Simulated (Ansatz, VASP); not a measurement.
**Sb: VASP beside Ansatz**

The input INCAR:

```
PREC = Accurate ; ENCUT = 520
EDIFF = 1E-7 ; ISMEAR = 0
SIGMA = 0.02 ; LREAL = False
LASPH = True ; NELM = 100
ALGO = Normal ; ISIF = 2
LWAVE = False ; LCHARG = False
LDIPOL = True ; IDIPOL = 3
DIPOL = 0.5 0.5 0.500 ; GGA = PE
IVDW = 12 ; IBRION = 2
NSW = 60 ; EDIFFG = -0.01
```

File KPOINTS:

```
regular mesh
0
Gamma
  9 9 1
```

Contents of POSCAR:

```
Sb
1.0
    3.9873114766      0.0000000000      0.0000000000
   -1.9936557383      3.4531130316      0.0000000000
    0.0000000000      0.0000000000     28.0000000000
Sb
2
Direct
    0.3333333333      0.6666666667      0.5294645393
    0.6666666667      0.3333333333      0.4705354607
```

Input for Ansatz:

```yaml
crystal:
  lattice:
    - [3.9873114766, 0.0, 0.0]
    - [-1.9936557383, 3.4531130316, 0.0]
    - [0.0, 0.0, 28.0]
  atoms:
    - { symbol: Sb, position: [0.3333333333, 0.6666666667, 0.5294645393] }
    - { symbol: Sb, position: [0.6666666667, 0.3333333333, 0.4705354607] }
  periodic: [true, true, false]
basis:
  ecutwfc: 420
kpoints:
  mp_grid: { grid: [9, 9, 1] }
  band_path:
    path:
      - [0, 0, 0]
      - [0.5, 0, 0]
      - [0.3333333333333, 0.3333333333333, 0]
      - [0, 0, 0]
    npoints: 8
hamiltonian:
  xc: pbe
  dispersion: d3bj
scf:
  occupations: { method: gaussian, width: 0.02 }
output:
  forces: true
  stress: true
  eigenvalues: true
relax:
  adjacent_minimum: "off"
  f_tol: 0.01
  max_steps: 40
```

Change from the starting cell: biaxial strain -0.020, atoms relaxed.

Alike in both runs: task relaxation of the atoms; functional PBE; dispersion D3(BJ); k mesh 9 × 9 × 1; occupations gaussian, width 0.02 eV; no spin polarisation.

|  | VASP | Ansatz |
| --- | --- | --- |
| version | VASP 6.6.1 | Ansatz 0.2.0 |
| potentials or method | VASP PAW PBE potentials, release 64 (Sb), cutoff 520 eV | scalar-relativistic, plane waves, PAW |
| valence electrons in the cell | 10 | 30 |

|  | VASP | Ansatz | Ansatz less VASP |
| --- | --- | --- | --- |
| gap on the k mesh at the Fermi level, each at its own relaxed structure (eV) | 0.91 | 0.94 | +0.023 |

VASP's potentials hold 10 valence electrons a cell and Ansatz's 30, so a difference there can come from the potentials and not from the codes. Ansatz's warnings: stress scf threshold loose.

Neither program's run includes spin-orbit coupling.
